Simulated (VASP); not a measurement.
# MgZn3O4 (Cm) in VASP: single point with PBEsol

Aim: the single point of MgZn3O4 with PBEsol.

Program: VASP 6.6.1. These are calculated values, not measurements. Logs are shortened: lines on timing, memory, paths and dates and some standing lists are left out, and cuts for length are marked.

## 1. The cell of the first run

Symmetry: Cm, No. 8, monoclinic system. Conventional cell: a = 11.796 Å, b = 3.254 Å, c = 5.616 Å, α = 90.00°, β = 118.40°, γ = 90.00°. Within 2.6 Å of Mg (site symmetry m) lie 4 O at 1.96 to 1.97 Å. Zn (site symmetry m) has 4 O at 1.97 to 1.99 Å within 2.6 Å. Within 2.6 Å of Zn (site symmetry m) lie 4 O at 1.98 Å. Within 2.6 Å of Zn (site symmetry m) lie 4 O at 1.97 to 1.98 Å. Within 2.6 Å of O (site symmetry m) lie 1 Mg at 1.97 Å and 3 Zn at 1.97 to 1.98 Å. O (site symmetry m) has 4 Zn at 1.98 to 1.99 Å within 2.6 Å. Within 2.6 Å of O (site symmetry m) lie 2 Mg at 1.96 Å and 2 Zn at 1.97 to 1.98 Å. O (site symmetry m) has 1 Mg at 1.97 Å and 3 Zn at 1.98 Å within 2.6 Å.

## 2. Single point, PBEsol

The input, INCAR:

```
ALGO     = Normal         # electronic algorithm
EDIFF    = 1E-6           # SCF threshold, eV
ENCUT    = 520            # plane-wave cutoff, eV
GGA      = PS             # functional
ISIF     = 2              # what is computed and relaxed
ISMEAR   = 0              # smearing method
LASPH    = True           # aspherical terms in the spheres
LCHARG   = False          # write CHGCAR
LREAL    = False          # projectors in reciprocal space
LWAVE    = False          # write WAVECAR
NBANDS   = 41             # bands
NELM     = 80             # most SCF steps
PREC     = Accurate       # precision mode
SIGMA    = 0.05           # smearing width, eV
```

The input, KPOINTS:

```
k-points
0
Gamma
  8 6 8
```

The input, POSCAR:

```
MgZn3O4
1.0
    0.0000000000      3.2544174600      0.0000000000
   -2.6711651497      0.0000000000      4.9395585555
    5.8978414162     -1.6272087300      0.0000000000
Mg Zn O
1 3 4
Direct
    0.2513161900      0.9199541500      0.5026323800
    0.7506309500      0.4157215400      0.5012619000
    0.4992668100      0.8301920000      0.9985336200
    0.9998360800      0.3351350900      0.9996721600
    0.0613617200      0.7288743100      0.1227234400
    0.5584937700      0.2251075800      0.1169875400
    0.8087079000      0.1400168100      0.6174158000
    0.3083455900      0.6429155400      0.6166911800
```

Potentials or basis: VASP PAW PBE potentials, release 64 (Mg, Zn, O).

Launch:

```console
> cat potpaw_PBE.64/Mg/POTCAR potpaw_PBE.64/Zn/POTCAR potpaw_PBE.64/O/POTCAR > POTCAR
> mpirun -np 1 vasp_std > vasp.out
```

OUTCAR:

```text
EDIFF = 1E-6
   ENCUT = 520
   GGA = PS
   ISIF = 2
   ISMEAR = 0
   LASPH = True
   LREAL = False
   NELM = 80
   PREC = Accurate

 ion  position               nearest neighbor table
   1  0.251  0.920  0.503-   7 1.96   7 1.96   8 1.97   5 1.97   4 3.19   4 3.19   3 3.20   3 3.21
                             3 3.21   4 3.21   2 3.23   2 3.23   2 3.26   2 3.26
   2  0.751  0.416  0.501-   7 1.97   8 1.98   8 1.98   6 1.99   1 3.23   1 3.23   1 3.26   1 3.26

   3  0.499  0.830  0.999-   5 1.98   5 1.98   8 1.98   6 1.98   1 3.20   1 3.21   1 3.21
   4  1.000  0.335  1.000-   5 1.97   6 1.98   6 1.98   7 1.98   1 3.19   1 3.19   1 3.21
   5  0.061  0.729  0.123-   1 1.97   4 1.97   3 1.98   3 1.98
   6  0.558  0.225  0.117-   4 1.98   4 1.98   3 1.98   2 1.99
   7  0.809  0.140  0.617-   1 1.96   1 1.96   2 1.97   4 1.98
   8  0.308  0.643  0.617-   1 1.97   2 1.98   2 1.98   3 1.98

  LATTYP: Found a base centered monoclinic cell.
 ALAT       =    11.7956828324
 B/A-ratio  =     0.2758990307
 C/A-ratio  =     0.4760679423
 COS(beta)  =    -0.4756732353

  Lattice vectors:

 A1 = (   5.8978414162,  -1.6272087300,   0.0000000000)
 A2 = (   5.8978414162,   1.6272087300,   0.0000000000)
 A3 = (  -2.6711651497,   0.0000000000,   4.9395585555)

Analysis of symmetry for initial positions (statically):
=====================================================================
 Subroutine PRICEL returns:
 Original cell was already a primitive cell.

 Routine SETGRP: Setting up the symmetry group for a
 base centered monoclinic supercell.

 Subroutine GETGRP returns: Found  2 space group operations
 (whereof  2 operations were pure point group operations)
 out of a pool of  4 trial point group operations.

The static configuration has the point symmetry C_1h.

Analysis of symmetry for dynamics (positions and initial velocities):
=====================================================================
 Subroutine PRICEL returns:
 Original cell was already a primitive cell.

 Routine SETGRP: Setting up the symmetry group for a
 base centered monoclinic supercell.

 Subroutine GETGRP returns: Found  2 space group operations
 (whereof  2 operations were pure point group operations)
 out of a pool of  4 trial point group operations.

The dynamic configuration has the point symmetry C_1h.

 Subroutine INISYM returns: Found  2 space group operations
 (whereof  2 operations are pure point group operations),
 and found     1 'primitive' translations

----------------------------------------------------------------------------------------

                                     Primitive cell

  volume of cell :      94.8101

  direct lattice vectors                    reciprocal lattice vectors
     0.000000000  3.254417460  0.000000000     0.084776779  0.307274654  0.045844740
    -2.671165150  0.000000000  4.939558555     0.000000000  0.000000000  0.202447241
     5.897841416 -1.627208730  0.000000000     0.169553559  0.000000000  0.091689480

  length of vectors
     3.254417460  5.615546454  6.118197579     0.322035022  0.202447241  0.192757283

  position of ions in fractional coordinates (direct lattice)
     0.251316190  0.919954150  0.502632380
     0.750630950  0.415721540  0.501261900
     0.499266810  0.830192000  0.998533620
     0.999836080  0.335135090  0.999672160
     0.061361720  0.728874310  0.122723440
     0.558493770  0.225107580  0.116987540
     0.808707900  0.140016810  0.617415800
     0.308345590  0.642915540  0.616691180

  ion indices of the primitive-cell ions
   primitive index   ion index
                 1           1
                 2           2
                 3           3
                 4           4
                 5           5
                 6           6
                 7           7
                 8           8

----------------------------------------------------------------------------------------

 KPOINTS: k-points

Automatic generation of k-mesh.
 Grid dimensions read from file:
 generate k-points for:    8    6    8

 Generating k-lattice:

  Cartesian coordinates                     Fractional coordinates (reciprocal lattice)
     0.010597097  0.038409332  0.005730593     0.125000000 -0.000000000  0.000000000
     0.000000000  0.000000000  0.033741207     0.000000000  0.166666667  0.000000000
     0.021194195  0.000000000  0.011461185     0.000000000 -0.000000000  0.125000000

  Length of vectors
     0.040254378  0.033741207  0.024094660

  Shift w.r.t. Gamma in fractional coordinates (k-lattice)
     0.000000000  0.000000000  0.000000000

 Subroutine IBZKPT returns following result:
 ===========================================

 Found    114 irreducible k-points:

 Following reciprocal coordinates:
            Coordinates               Weight
  0.000000  0.000000  0.000000      1.000000
  0.125000 -0.000000 -0.000000      4.000000
  0.250000 -0.000000 -0.000000      4.000000
  0.375000  0.000000 -0.000000      4.000000
  0.500000 -0.000000 -0.000000      2.000000
  0.000000  0.166667  0.000000      2.000000
[... 16 lines left out ...]
  0.125000  0.500000 -0.000000      4.000000
  0.250000  0.500000 -0.000000      4.000000
 [... further k-points ...]
   k-points           NKPTS =    114   k-points in BZ     NKDIM =    114   number of bands    NBANDS=     41
   number of dos      NEDOS =    301   number of ions     NIONS =      8
   total plane-waves  NPLWV =  48384
   dimension x,y,z NGX =    24 NGY =   42 NGZ =   48
   dimension x,y,z NGXF=    48 NGYF=   84 NGZF=   96
   ions per type =               1   3   4
   NGX,Y,Z   is equivalent  to a cutoff of  12.26, 12.43, 13.04 a.u.
   NGXF,Y,Z  is equivalent  to a cutoff of  24.52, 24.87, 26.09 a.u.
 SYSTEM =  unknown system
   PREC   = accura    normal or accurate (medium, high low for compatibility)
   ISTART =      0    job   : 0-new  1-cont  2-samecut
   ICHARG =      2    charge: 1-file 2-atom 10-const
   ISPIN  =      1    spin polarized calculation?
   LNONCOLLINEAR =      F non collinear calculations
   LSORBIT =      F    spin-orbit coupling
   LASPH  =      T    aspherical Exc in radial PAW
   ENCUT  =  520.0 eV  38.22 Ry    6.18 a.u.   6.05 10.44 11.38*2*pi/ulx,y,z
   NELM   =     80;   NELMIN=  2; NELMDL= -5     # of ELM steps
   EDIFF  = 0.1E-05   stopping-criterion for ELM
   LREAL  =      F    real-space projection
   EDIFFG = 0.1E-04   stopping-criterion for IOM
   NSW    =      0    number of steps for IOM
   IBRION =     -1    ionic relax: 0-MD 1-quasi-New 2-CG
   NFREE  =      0    steps in history (QN), initial steepest desc. (CG)
   ISIF   =      2    stress and relaxation
   ISYM   =      2    0-nonsym 1-usesym 2-fastsym
   POTIM  = 0.5000    time-step for ionic-motion
   TEBEG  =    0.0;   TEEND  =   0.0 temperature during run
   PSTRESS=    0.0 pullay stress
   NELECT =      62.0000    total number of electrons
   NUPDOWN=      -1.0000    fix difference up-down
   EMIN   =  10.00;   EMAX   =-10.00  energy-range for DOS
   EFERMI =   0.00;   METHOD = LEGACY
   ISMEAR =     0;   SIGMA  =   0.05  broadening in eV -4-tet -1-fermi 0-gaus
   EFERMI_NEDOS =   21; number of points for ismear=-14 and -15
   IALGO  =     38    algorithm
   IMIX   =      4    mixing-type and parameters
     AMIX     =   0.40;   BMIX     =  1.00
     AMIX_MAG =   1.60;   BMIX_MAG =  1.00
  volume/ion in A,a.u.               =      11.85        79.98
  Fermi-wavevector in a.u.,A,eV,Ry     =   1.420978  2.685258 27.472575  2.019177
  Thomas-Fermi vector in A             =   2.541836
   LORBIT       =      0    0 simple, 1 ext, 2 COOP (PROOUT), +10 PAW based schemes
   GGA     = PS    functional components
   LHFCALC =     F    Hartree Fock is set to
   AEXX    =    0.0000 exact exchange contribution
   IVDW    =     0    specifies the selected vdW correction
   LEPSILON=     F    determine dielectric tensor
   LRPA    =     F    only Hartree local field effects (RPA)
 non-spin polarized calculation
 Gauss-broadening in eV      SIGMA  =   0.05
  energy-cutoff  :      520.00
  volume of cell :       94.81
 maximum number of plane-waves:      2576
   NGX = 13   NGY = 21   NGZ = 23

 number of electron      61.9999998 magnetization

 Free energy of the ion-electron system (eV)
  ---------------------------------------------------
  ext. energy  EPLUGINS =         0.00000000
  ---------------------------------------------------
  free energy    TOTEN  =       -41.43245605 eV

  energy without entropy =      -41.43245605  energy(sigma->0) =      -41.43245605

 E-fermi :   1.3618     XC(G=0): -10.8920

 val. band max:        1.1222424678   @ k =   0.0000   0.0000   0.0000
 cond. band min:       2.3596281554   @ k =   0.0000   0.0000   0.0000
 fundamental gap:      1.2373856876
 Fermi energy:         1.3618306507

 k-point     1 :       0.0000    0.0000    0.0000
  band No.  band energies     occupation
      1     -16.5483      2.00000
      2     -15.8187      2.00000
      3     -15.7574      2.00000
      4     -15.5916      2.00000
      5      -4.7026      2.00000
      6      -4.4952      2.00000
[... 33 lines left out ...]
     40      13.0276      0.00000
     41      14.0902      0.00000

 k-point     2 :       0.1250   -0.0000   -0.0000
  band No.  band energies     occupation
      1     -16.4779      2.00000
      2     -15.8019      2.00000
      3     -15.7397      2.00000
      4     -15.5754      2.00000
      5      -4.5946      2.00000
      6      -4.4149      2.00000
[... 33 lines left out ...]
     40      12.2303      0.00000
     41      13.2557      0.00000

 k-point     3 :       0.2500   -0.0000   -0.0000
  band No.  band energies     occupation
      1     -16.2900      2.00000
      2     -15.7624      2.00000
      3     -15.6987      2.00000
      4     -15.5457      2.00000
      5      -4.4595      2.00000
      6      -4.3568      2.00000
[... 875 lines left out ...]
      2     -16.0747      2.00000
      3     -15.7562      2.00000
      4     -15.6342      2.00000
      5      -4.5442      2.00000
      6      -4.4778      2.00000
[... 33 lines left out ...]
     40      12.6190      0.00000
     41      12.8040      0.00000

 k-point    24 :       0.2500    0.5000   -0.0000
  band No.  band energies     occupation
      1     -16.0668      2.00000
      2     -15.9449      2.00000
      3     -15.7217      2.00000
      4     -15.5804      2.00000
      5      -4.5952      2.00000
      6      -4.5150      2.00000
[... 33 lines left out ...]
     40      12.0879      0.00000
     41      12.4488      0.00000

 [... further k-points ...]
[... 5 lines left out ...]
  --------------------------------------------------------------------------------------
  -------------------------------------------------------------------------------------
  Total        0.0548016     -0.0126064     -0.0507661      0.0000000      0.0000000      0.0471177
  in kB        0.9260821     -0.2130325     -0.8578870      0.0000000      0.0000000      0.7962323
  external PRESSURE =      -0.0482791 kB  Pullay stress =       0.0000000 kB

 VOLUME and BASIS-vectors are now :
 -----------------------------------------------------------------------------
  energy-cutoff  :      520.00
  volume of cell :       94.81
      direct lattice vectors                 reciprocal lattice vectors
     0.000000000  3.254417460  0.000000000     0.084776779  0.307274654  0.045844740
    -2.671165150  0.000000000  4.939558555     0.000000000  0.000000000  0.202447241
     5.897841416 -1.627208730  0.000000000     0.169553559  0.000000000  0.091689480

 POSITION                                       TOTAL-FORCE (eV/Angst)
 -----------------------------------------------------------------------------------
      0.50710     -0.00000      4.54417         0.026748     -0.000000      0.040335
      1.84590      1.62721      2.05348         0.016397     -0.000000     -0.004128
      3.67161      0.00000      4.10078        -0.010660     -0.000000     -0.014115
      5.00071      1.62721      1.65542        -0.032934     -0.000000     -0.010204
     -1.22314      0.00000      3.60032        -0.043770      0.000000     -0.028286
      0.08867      1.62721      1.11193        -0.001016     -0.000000     -0.000550
      3.26741      1.62721      0.69162         0.007284     -0.000000      0.056231
      1.91981      0.00000      3.17572         0.037951     -0.000000     -0.039284
 -----------------------------------------------------------------------------------
    total drift:                               -0.000297     -0.000086      0.001209

  FREE ENERGIE OF THE ION-ELECTRON SYSTEM (eV)
  ---------------------------------------------------
  free  energy   TOTEN  =       -41.4324560531 eV

  energy  without entropy=      -41.4324560531  energy(sigma->0) =      -41.43245605
```

It took 22 min on 1 thread of AMD EPYC 7R13, shared host; peak memory 0.44 GiB.

Results:

- Free energy: -41.4325 eV
- Pressure: 0.0 GPa
- Largest force: 0.057 eV/Å
- Band gap on the k mesh: 1.24 eV, direct

Forces on the atoms (eV/Å):
```
Mg   0.027  0.000  0.040
Zn   0.016  0.000 -0.004
Zn  -0.011  0.000 -0.014
Zn  -0.033  0.000 -0.010
O   -0.044  0.000 -0.028
O   -0.001  0.000 -0.001
O    0.007  0.000  0.056
O    0.038  0.000 -0.039
```

Caveat: the PAW data sets were made with another functional, which shifts forces and pressure a little. A k mesh can miss the band edges.
